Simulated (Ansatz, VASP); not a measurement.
## Ge in VASP and in Ansatz

File INCAR:

```
SYSTEM = Ge
ALGO = Normal
EDIFF = 1E-7
EDIFFG = -0.003
ENCUT = 600
GGA = PE
IBRION = 2
ISIF = 3
ISMEAR = 0
LASPH = .True.
LCHARG = .False.
LREAL = .False.
LWAVE = .False.
NELM = 60
NSW = 80
PREC = Accurate
SIGMA = 0.05
```

KPOINTS

```
k-points
0
Gamma
  8 8 8
  0 0 0
```

File POSCAR:

```
Ge
1.0
    0.0000000000      2.8290000000      2.8290000000
    2.8290000000      0.0000000000      2.8290000000
    2.8290000000      2.8290000000      0.0000000000
Ge
2
Direct
    0.0000000000      0.0000000000      0.0000000000
    0.2500000000      0.2500000000      0.2500000000
```

Input for Ansatz:

```yaml
crystal:
  lattice:
    - [0.0, 2.829, 2.829]
    - [2.829, 0.0, 2.829]
    - [2.829, 2.829, 0.0]
  atoms:
    - { symbol: Ge, position: [0.0, 0.0, 0.0] }
    - { symbol: Ge, position: [0.25, 0.25, 0.25] }
scf:
  occupations: { method: gaussian, width: 0.05 }
output:
  forces: true
  stress: true
  eigenvalues: true
  write_density: true
  write_potential: true
  elf: true
  volumetric_format: npy
hamiltonian:
  xc: pbe
kpoints:
  mp_grid: { grid: [8, 8, 8] }
relax:
  f_tol: 0.003
  cell: { stress_tol: 0.03 }
```

Alike in both runs: task relaxation of cell and atoms; functional PBE; k mesh 8 × 8 × 8; occupations gaussian, width 0.05 eV; no spin polarisation.

|  | VASP | Ansatz |
| --- | --- | --- |
| version | VASP 6.6.1 | Ansatz 0.2.0 |
| potentials or method | VASP PAW PBE potentials, release 64 (Ge_d) | scalar-relativistic, plane waves, PAW |
| plane-wave cutoff (eV) | 600 | 420 |
| valence electrons in the cell | 28 | 28 |

|  | VASP | Ansatz | Ansatz less VASP |
| --- | --- | --- | --- |
| gap on the k mesh at the Fermi level, each at its own relaxed structure (eV) | none | none | - |
| relaxed volume (Å³/atom) | 23.88 | 23.90 | +0.019 |
| relaxed cell length with the largest relative difference (Å) | 4.073 | 4.074 | +0.0011 |

A gap of «none» marks a metal or a gap that the smearing closes.
